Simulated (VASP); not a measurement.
Here is a VASP 6.6.1 calculation.

Contents of INCAR:

```
  PREC = Accurate
  ENCUT = 520
  EDIFF = 1E-6
  ISMEAR = 0
  SIGMA = 0.1
  LREAL = F
  LASPH = T
  NELM = 60
  ALGO = Normal
  ISIF = 2
  LWAVE = F
  LCHARG = F
  LDIPOL = T
  IDIPOL = 3
  DIPOL = 0.5 0.5 0.360
  GGA = PE
  NBANDS = 38
```

File KPOINTS:

```
regular mesh
0
Gamma
  9 9 1
```

The input POSCAR:

```
Ti3N3Cl
1.0
    3.0028555067      0.0000000000      0.0000000000
   -1.5014277534      2.6005491527      0.0000000000
    0.0000000000      0.0000000000     21.5541471985
N Ti Cl
3 3 1
Direct
    0.3333333333      0.6666666667      0.1855791353
    0.0000000000      0.0000000000      0.2993308524
    0.6666666667      0.3333333333      0.4147299355
    0.6666666667      0.3333333333      0.2424549939
    0.3333333333      0.6666666667      0.3575097829
    0.0000000000      0.0000000000      0.4664599859
    0.1666666667      0.6666666667      0.5533462246
```

Potentials or basis: VASP PAW PBE potentials, release 64 (N, Ti_sv, Cl).

Run with:

```sh
$ cat potpaw_PBE.64/N/POTCAR potpaw_PBE.64/Ti_sv/POTCAR potpaw_PBE.64/Cl/POTCAR > POTCAR
$ mpirun -np 1 vasp_std > vasp.out
```

Question: What does it give for the band gap on the k mesh?

Answer: Zero (bands 29 and 30 overlap by 0.19 eV).

Question: What does it give for the largest force?

Answer: 5.515 eV/Å.

Forces in eV/Å, atoms in the order of the input:
```
N   -0.002  0.000  4.235
N   -0.006 -0.023  1.267
N   -0.202 -0.057 -0.033
Ti   0.016  0.003 -5.515
Ti  -0.063  0.094  0.043
Ti  -0.679  0.454 -0.017
Cl   0.935 -0.470  0.019
```
